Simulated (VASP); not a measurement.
# SnO2: single point with PBE

Crystal: SnO2.

```
Sn O
1.0
    -1.08003    2.16005    2.16005
     2.16005   -1.08003    2.16005
     2.16005    2.16005   -1.08003
Sn O
1 2
Direct
  0.00000 0.00000 0.00000
  0.25000 0.25000 0.25000
  0.75000 0.75000 0.75000
```

This cell differs from its parent crystal: ratio of the length along [111] to the lengths across it x 0.5, volume and fractional coordinates fixed.

```yaml
Program: VASP 6.6.1
Task: single point
Functional: PBE
Potentials_or_basis: VASP PAW PBE potentials, release 64 (Sn_d, O)
Cutoff: 520 eV
k_mesh: 18 × 18 × 18
Occupations: gaussian, width 0.15 eV
Spin: no spin polarisation
Dipole_correction: no
Further_INCAR_settings: ALGO = Normal; EDIFF = 1e-06; NBANDS = 20
```

The pressure is 190.7 GPa and the largest force is 40.660 eV/Å. The band gap on the k mesh is 5.38 eV (least direct gap 6.15 eV).

Forces in eV/Å, atoms in the order of the input:
```
Sn    0.000   0.000   0.000
O    23.475  23.475  23.475
O   -23.475 -23.475 -23.475
```

Stress tensor (GPa, compression positive):
```
190.68 184.51 184.51
184.51 190.68 184.51
184.51 184.51 190.68
```

Levels at points of the mesh, in eV from the valence-band top:
```csv
k point,band 10,band 11,band 12,band 13,band 14,band 15,band 16,band 17
"(0.00, 0.00, 0.00)",-1.95,-1.85,-1.82,-1.82,5.38,5.95,5.95,17.60
"(0.50, 0.00, 0.00)",-2.77,-2.68,-0.82,-0.76,7.69,7.74,9.01,13.55
"(0.50, 0.50, 0.00)",-2.76,-2.36,-0.53,0.00,6.15,8.96,9.35,12.88
"(0.50, 0.50, 0.50)",-4.91,-3.28,-1.81,-1.81,8.89,8.89,10.03,11.98
```

Run time: 5.8 min on 1 thread of Oxide Virtual Turin-like Processor, on a shared host, peak memory 0.39 GiB.

Caveat: atoms lie so close that the PAW spheres overlap strongly, which falsifies energies and pressures; the cell stands under pressure; spin-orbit coupling is left out, which moves the levels of the heavy elements; forces of over 1 eV/Å act on the atoms, so gaps and moduli don't describe the material at rest. A k mesh can miss the band edges.
